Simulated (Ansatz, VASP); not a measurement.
**One calculation of AlN, two programs**

The input POSCAR:

```
AlN
1.0
    3.4727673865      0.0000000000      0.0000000000
   -1.7363836932      2.8512559520      0.0000000000
    0.0000000000      0.0000000000      4.1369586244
Al N
2 2
Direct
    0.3309420899      0.6618841798      0.2500000000
    0.6690579101      0.3381158202      0.7500000000
    0.6714503822      0.3429007644      0.2500000000
    0.3285496178      0.6570992356      0.7500000000
```

File INCAR.step1:

```
ALGO = Normal
EDIFF = 1E-5
ENCUT = 520
GGA = PE
ISIF = 2
ISMEAR = 0
LASPH = True
LCHARG = False
LREAL = False
LWAVE = True
NBANDS = 16
NELM = 100
PREC = Accurate
SIGMA = 0.01
```

The input INCAR.step2:

```
ALGO = Normal
EDIFF = 1E-6
ENCUT = 520
GGA = PE
HFSCREEN = 0.2079
ISIF = 2
ISMEAR = 0
ISTART = 1
LASPH = True
LCHARG = False
LHFCALC = True
LREAL = False
LWAVE = False
NBANDS = 16
NELM = 100
PREC = Accurate
PRECFOCK = Normal
SIGMA = 0.01
```

Contents of KPOINTS:

```
k-points
0
Gamma
  6 6 4
```

Input for Ansatz:

```yaml
crystal:
  lattice:
    - [3.4727673865, 0.0, 0.0]
    - [-1.7363836932, 2.851255952, 0.0]
    - [0.0, 0.0, 4.1369586244]
  atoms:
    - { symbol: Al, position: [0.3309420899, 0.6618841798, 0.25] }
    - { symbol: Al, position: [0.6690579101, 0.3381158202, 0.75] }
    - { symbol: "N", position: [0.6714503822, 0.3429007644, 0.25] }
    - { symbol: "N", position: [0.3285496178, 0.6570992356, 0.75] }
kpoints:
  mp_grid: { grid: [6, 6, 4] }
  band_path:
    path:
      - [0.0, 0.0, 0.0]
      - [0.5, 0.0, 0.0]
      - [0.3333333333, 0.3333333333, 0.0]
      - [0.0, 0.0, 0.5]
      - [0.5, 0.0, 0.5]
      - [0.3333333333, 0.3333333333, 0.5]
    npoints: 1
hamiltonian:
  xc: hse06
scf:
  occupations: { method: fixed }
  n_extra_bands: 5
output:
  forces: true
  stress: true
  eigenvalues: true
  write_density: true
  write_potential: true
  elf: true
  volumetric_format: npy
```

Change from the starting cell: uniaxial_x strain +5.5%.

Alike in both runs: task single point; functional HSE06; k mesh 6 × 6 × 4; no spin polarisation.

```csv
,VASP,Ansatz
version,VASP 6.6.1,Ansatz 0.2.0
potentials or method,"VASP PAW PBE potentials, release 64 (Al, N)","plane waves, PAW"
plane-wave cutoff (eV),520,420
occupations,"gaussian, width 0.01 eV",fixed
valence electrons in the cell,16,16
```

```tsv
	VASP	Ansatz	Ansatz less VASP
gap on the k mesh at the Fermi level (eV)	4.39	4.39	-0.002
pressure (GPa)	-12.3	-12.2	+0.05
traceless stress, the component that is largest in VASP (GPa)	-6.54	-6.34	+0.200
```

Ansatz's warnings: stress exchange threshold loose, stress scf threshold loose.
